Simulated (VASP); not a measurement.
AlNi:

```
Ni Al
1.0
     2.88100    0.00000    0.00000
     0.00000    2.88100    0.00000
     0.00000    0.00000    2.88100
Ni Al
1 1
Direct
  0.50000 0.50000 0.50000
  0.00000 0.00000 0.00000
```

* Program: VASP 6.6.1
* Task: relaxation of cell and atoms
* Functional: PBEsol
* Dispersion: D4
* Potentials or basis: VASP PAW PBE potentials, release 64 (Ni, Al)
* Cutoff: 600 eV
* k mesh: 9 × 9 × 9
* Occupations: fermi-dirac, width 0.05 eV
* Spin: collinear spin, ferromagnetic start
* Starting moments: [1.0, 0.0] μB

At the start: pressure -6.3 GPa; volume 11.96 Å³/atom.

Where does the relaxation end?

Over 3 steps the energy falls by 9.1 meV/atom and the volume is 11.51 Å³/atom (-3.7 %); space group Pm-3m (No. 221, to 0.1 Å) before and after; moment 0.00 μB per cell.

The path:
| step | energy change (eV) | largest force (eV/Å) | pressure (GPa) | volume (Å³) |
| --- | --- | --- | --- | --- |
| 1 | 0.0000 | 0.0000 | -6.27 | 23.91 |
| 2 | -0.0060 | 0.0000 | 5.87 | 22.33 |
| 3 | -0.0182 | 0.0000 | -0.03 | 23.02 |

Final structure:
```
CELL_PARAMETERS angstrom
2.84471 0.00000 0.00000
0.00000 2.84471 0.00000
0.00000 0.00000 2.84471
ATOMIC_POSITIONS crystal
Ni 0.50000 0.50000 0.50000
Al 0.00000 0.00000 0.00000
```

Caveat: the PAW data sets were made with another functional, which shifts forces and pressure a little.
